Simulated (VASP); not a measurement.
# CdTe (P6/mmm) in VASP: further runs

The runs below take CdTe through single point, with PBE.

All numbers are computed with VASP 6.6.1; they aren't measurements. Logs are shortened: lines on timing, memory, paths and dates and some standing lists are left out, and cuts for length are marked.

### Step 1. The cell of the first run

The structure is hexagonal, space group P6/mmm (No. 191). The conventional cell has a = 4.117 Å, b = 4.117 Å, c = 9.426 Å, α = 90.00°, β = 90.00°, γ = 120.00°. Cd (site symmetry 6mm) has 2 Te at 2.10 to 2.62 Å within 2.8 Å. Within 2.8 Å of Te (site symmetry 6/mmm) lie 2 Cd at 2.10 Å. Within 3.5 Å of Te (site symmetry 6/mmm) lie 2 Cd at 2.62 Å.

### Step 2. Single point, PBE

Input file INCAR:

```
PREC = Accurate ; ENCUT = 520
EDIFF = 1E-6 ; ISMEAR = 0
SIGMA = 0.1 ; LREAL = False
LASPH = True ; NELM = 60
ALGO = Normal ; ISIF = 2
LWAVE = False ; LCHARG = True
GGA = PE ; LELF = True
LVHAR = True ; NBANDS = 26
```

Input file KPOINTS:

```
regular mesh
0
Gamma
  6 6 2
```

Input file POSCAR:

```
CdTe
1.0
    4.1168342800      0.0000000000      0.0000000000
   -2.0584171400      3.5652830700      0.0000000000
    0.0000000000      0.0000000000      9.4263798300
Cd Te
2 2
Direct
    0.0000000000      0.0000000000      0.2224922700
    0.0000000000      0.0000000000      0.7775077300
    0.0000000000      0.0000000000      0.0000000000
    0.0000000000      0.0000000000      0.5000000000
```

Potentials or basis: VASP PAW PBE potentials, release 64 (Cd, Te).

On the command line:

```sh
> cat potpaw_PBE.64/Cd/POTCAR potpaw_PBE.64/Te/POTCAR > POTCAR
> mpirun -np 1 vasp_std > vasp.out
```

OUTCAR:

```text
PREC = Accurate
   ENCUT = 520
   EDIFF = 1E-6
   ISMEAR = 0
   LREAL = False
   LASPH = True
   NELM = 60
   ISIF = 2
   GGA = PE

 ion  position               nearest neighbor table
   1  0.000  0.000  0.222-   3 2.10   4 2.62
   2  0.000  0.000  0.778-   3 2.10   4 2.62
   3  0.000  0.000  0.000-   1 2.10   2 2.10
   4  0.000  0.000  0.500-   2 2.62   1 2.62

  LATTYP: Found a hexagonal cell.
 ALAT       =     4.1168342800
 C/A-ratio  =     2.2897156380

  Lattice vectors:

 A1 = (   4.1168342800,   0.0000000000,   0.0000000000)
 A2 = (  -2.0584171400,   3.5652830700,   0.0000000000)
 A3 = (   0.0000000000,   0.0000000000,   9.4263798300)

Analysis of symmetry for initial positions (statically):
=====================================================================
 Subroutine PRICEL returns:
 Original cell was already a primitive cell.

 Routine SETGRP: Setting up the symmetry group for a
 hexagonal supercell.

 Subroutine GETGRP returns: Found 24 space group operations
 (whereof 24 operations were pure point group operations)
 out of a pool of 24 trial point group operations.

The static configuration has the point symmetry D_6h.

Analysis of symmetry for dynamics (positions and initial velocities):
=====================================================================
 Subroutine PRICEL returns:
 Original cell was already a primitive cell.

 Routine SETGRP: Setting up the symmetry group for a
 hexagonal supercell.

 Subroutine GETGRP returns: Found 24 space group operations
 (whereof 24 operations were pure point group operations)
 out of a pool of 24 trial point group operations.

The dynamic configuration has the point symmetry D_6h.

 Subroutine INISYM returns: Found 24 space group operations
 (whereof 24 operations are pure point group operations),
 and found     1 'primitive' translations

----------------------------------------------------------------------------------------

                                     Primitive cell

  volume of cell :     138.3574

  direct lattice vectors                    reciprocal lattice vectors
     4.116834280  0.000000000  0.000000000     0.242905090  0.140241319  0.000000000
    -2.058417140  3.565283070  0.000000000     0.000000000  0.280482638  0.000000000
[... 76 lines left out ...]
   ENCUT  =  520.0 eV  38.22 Ry    6.18 a.u.   7.65  7.65 17.53*2*pi/ulx,y,z
   NELM   =     60;   NELMIN=  2; NELMDL= -5     # of ELM steps
   EDIFF  = 0.1E-05   stopping-criterion for ELM
   LREAL  =      F    real-space projection
   EDIFFG = 0.1E-04   stopping-criterion for IOM
   NSW    =      0    number of steps for IOM
   IBRION =     -1    ionic relax: 0-MD 1-quasi-New 2-CG
   NFREE  =      0    steps in history (QN), initial steepest desc. (CG)
   ISIF   =      2    stress and relaxation
   ISYM   =      2    0-nonsym 1-usesym 2-fastsym
   POTIM  = 0.5000    time-step for ionic-motion
   TEBEG  =    0.0;   TEEND  =   0.0 temperature during run
   PSTRESS=    0.0 pullay stress
   NELECT =      36.0000    total number of electrons
   NUPDOWN=      -1.0000    fix difference up-down
   EMIN   =  10.00;   EMAX   =-10.00  energy-range for DOS
   EFERMI =   0.00;   METHOD = LEGACY
   ISMEAR =     0;   SIGMA  =   0.10  broadening in eV -4-tet -1-fermi 0-gaus
   EFERMI_NEDOS =   21; number of points for ismear=-14 and -15
   IALGO  =     38    algorithm
   IMIX   =      4    mixing-type and parameters
     AMIX     =   0.40;   BMIX     =  1.00
     AMIX_MAG =   1.60;   BMIX_MAG =  1.00
  volume/ion in A,a.u.               =      34.59       233.42
  Fermi-wavevector in a.u.,A,eV,Ry     =   1.045141  1.975030 14.861912  1.092320
  Thomas-Fermi vector in A             =   2.179924
   LORBIT       =      0    0 simple, 1 ext, 2 COOP (PROOUT), +10 PAW based schemes
   GGA     = PE    functional components
   LHFCALC =     F    Hartree Fock is set to
   AEXX    =    0.0000 exact exchange contribution
   IVDW    =     0    specifies the selected vdW correction
   LEPSILON=     F    determine dielectric tensor
   LRPA    =     F    only Hartree local field effects (RPA)
 non-spin polarized calculation
 Gauss-broadening in eV      SIGMA  =   0.10
  energy-cutoff  :      520.00
  volume of cell :      138.36
 maximum number of plane-waves:      3804
 NGX is ok and might be reduce to    32
   NGX = 15   NGY = 15   NGZ = 35

 number of electron      36.0000007 magnetization

 Free energy of the ion-electron system (eV)
  ---------------------------------------------------
  ext. energy  EPLUGINS =         0.00000000
  ---------------------------------------------------
  free energy    TOTEN  =        -0.90994628 eV

  energy without entropy =       -0.89971277  energy(sigma->0) =       -0.90482953

 E-fermi :   2.8611     XC(G=0):  -8.5561

 val. band max:        2.7885760740   @ k =   0.3333   0.0000   0.0000
 cond. band min:       2.9156267303   @ k =   0.3333   0.0000   0.0000
 fundamental gap:      0.1270506563
 Fermi energy:         2.8611417554

 k-point     1 :       0.0000    0.0000    0.0000
  band No.  band energies     occupation
      1     -10.9692      2.00000
      2      -8.7284      2.00000
      3      -8.3445      2.00000
      4      -7.4641      2.00000
      5      -7.4641      2.00000
      6      -7.2229      2.00000
[... 395 lines left out ...]
     25      10.6377      0.00000
     26      10.6377      0.00000

------------------------ aborting loop because EDIFF is reached ----------------------------------------

  FORCE on cell =-STRESS in cart. coord.  units (eV):
  Direction    XX          YY          ZZ          XY          YZ          ZX
  --------------------------------------------------------------------------------------
  -------------------------------------------------------------------------------------
  Total        1.3444164      1.3444164     57.9879179      0.0000000      0.0000000      0.0000000
  in kB       15.5683304     15.5683304    671.4996029      0.0000000      0.0000000      0.0000000
  external PRESSURE =     234.2120879 kB  Pullay stress =       0.0000000 kB

 VOLUME and BASIS-vectors are now :
 -----------------------------------------------------------------------------
  energy-cutoff  :      520.00
  volume of cell :      138.36
      direct lattice vectors                 reciprocal lattice vectors
     4.116834280  0.000000000  0.000000000     0.242905090  0.140241319  0.000000000
    -2.058417140  3.565283070  0.000000000     0.000000000  0.280482638  0.000000000
     0.000000000  0.000000000  9.426379830     0.000000000  0.000000000  0.106085265

 POSITION                                       TOTAL-FORCE (eV/Angst)
 -----------------------------------------------------------------------------------
      0.00000      0.00000      2.09730        -0.000000     -0.000000     12.258903
      0.00000      0.00000      7.32908         0.000000      0.000000    -12.258903
      0.00000      0.00000      0.00000        -0.000000      0.000000      0.000000
      0.00000      0.00000      4.71319        -0.000000      0.000000      0.000000
 -----------------------------------------------------------------------------------
    total drift:                                0.000000     -0.000000      0.000000

  FREE ENERGIE OF THE ION-ELECTRON SYSTEM (eV)
  ---------------------------------------------------
  free  energy   TOTEN  =        -0.9099462808 eV

  energy  without entropy=       -0.8997127710  energy(sigma->0) =       -0.90482953
```

OSZICAR:

```text
N       E                     dE             d eps       ncg     rms          rms(c)
DAV:   1     0.227700619487E+03    0.22770E+03   -0.16081E+04   728   0.119E+03
DAV:   2     0.775010317327E+01   -0.21995E+03   -0.21367E+03   812   0.292E+02
DAV:   3    -0.231983565987E+01   -0.10070E+02   -0.10028E+02   882   0.623E+01
DAV:   4    -0.242421429489E+01   -0.10438E+00   -0.10433E+00   952   0.596E+00
DAV:   5    -0.242514958049E+01   -0.93529E-03   -0.93523E-03   862   0.549E-01    0.161E+01
DAV:   6    -0.101586428700E+01    0.14093E+01   -0.23395E+00   776   0.152E+01    0.119E+01
DAV:   7    -0.923760998621E+00    0.92103E-01   -0.91676E-01   770   0.474E+00    0.364E+00
DAV:   8    -0.912386067449E+00    0.11375E-01   -0.95899E-02   788   0.263E+00    0.140E+00
DAV:   9    -0.910232998308E+00    0.21531E-02   -0.14053E-02   796   0.837E-01    0.504E-01
DAV:  10    -0.909927820425E+00    0.30518E-03   -0.35666E-03   768   0.390E-01    0.151E-01
DAV:  11    -0.909930968121E+00   -0.31477E-05   -0.46571E-04   814   0.164E-01    0.730E-02
DAV:  12    -0.909940960756E+00   -0.99926E-05   -0.35613E-05   814   0.457E-02    0.324E-02
DAV:  13    -0.909946780287E+00   -0.58195E-05   -0.24833E-05   784   0.270E-02    0.152E-02
DAV:  14    -0.909946280837E+00    0.49945E-06   -0.27560E-06   800   0.113E-02
   1 F= -.90994628E+00 E0= -.90482953E+00  d E =-.102335E-01
```

Run time: 45 s. Hardware: 1 thread of Intel Xeon 6975P-C (Granite Rapids), shared host; peak memory 0.26 GiB.

Results:

| Quantity | Value |
| --- | --- |
| Free energy | -0.9099 eV |
| Pressure | 23.4 GPa |
| Largest force | 12.259 eV/Å |
| Band gap on the k mesh | zero (band 18 reaches 3.50 eV, above the bottom of band 19 at 2.73 eV) |

Forces in eV/Å, atoms in the order of the input:
```
Cd    0.000   0.000  12.259
Cd    0.000   0.000 -12.259
Te    0.000   0.000   0.000
Te    0.000   0.000   0.000
```

Stress tensor (GPa, compression positive):
```
 1.56  0.00  0.00
 0.00  1.56  0.00
 0.00  0.00 67.15
```

Caveat: spin-orbit coupling is left out, which moves the levels of the heavy elements; forces of over 1 eV/Å act on the atoms, so gaps and moduli don't describe the material at rest.

### Step 3. Single point, PBE

This run uses another cell than the first one, of 42.26 Å³/atom, 1.222 times its volume.

Input file INCAR:

```
  PREC = Accurate
  ENCUT = 520
  EDIFF = 1E-6
  ISMEAR = 0
  SIGMA = 0.1
  LREAL = F
  LASPH = T
  NELM = 60
  ALGO = Normal
  ISIF = 2
  LWAVE = F
  LCHARG = F
  GGA = PE
  NBANDS = 26
```

Input file KPOINTS:

```
Automatic mesh
0
Gamma
  6 6 2
```

Input file POSCAR:

```
CdTe
1.0
    4.2351604401      0.0000000000      0.0000000000
   -2.1175802201      3.6677565303      0.0000000000
    0.0000000000      0.0000000000     10.8834925969
Cd Te
2 2
Direct
    0.0000000000      0.0000000000      0.2500008858
    0.0000000000      0.0000000000      0.7499991142
    0.0000000000      0.0000000000      0.0000000000
    0.0000000000      0.0000000000      0.5000000000
```

Potentials or basis: VASP PAW PBE potentials, release 64 (Cd, Te).

On the command line:

```sh
> cat potpaw_PBE.64/Cd/POTCAR potpaw_PBE.64/Te/POTCAR > POTCAR
> mpirun -np 1 vasp_std > vasp.out
```

It took 56 s on 1 thread of Intel Xeon 6975P-C (Granite Rapids), shared host; peak memory 0.29 GiB.

Results (log left out):

```yaml
Free_energy: -6.2481 eV
Pressure: 0.1 GPa
Band_gap_on_the_k_mesh: zero (band 18 reaches 1.94 eV, above the bottom of band 19 at 0.79 eV)
```

Stress tensor (GPa, compression positive):
```
-0.09  0.00  0.00
 0.00 -0.09  0.00
 0.00  0.00  0.44
```

Levels at points of the mesh, in eV from the Fermi level:
```tsv
k point	band 16	band 17	band 18	band 19	band 20	band 21
(0.00, 0.00, 0.00)	0.20	0.20	0.57	0.57	3.04	4.54
(0.50, 0.00, 0.00)	-2.10	-0.68	-0.49	-0.07	0.48	2.33
(0.00, 0.00, 0.50)	0.20	0.38	0.38	0.38	0.38	5.29
(0.50, 0.00, 0.50)	-2.45	-0.29	-0.29	1.30	1.30	1.43
```

Caveat: spin-orbit coupling is left out, which moves the levels of the heavy elements.
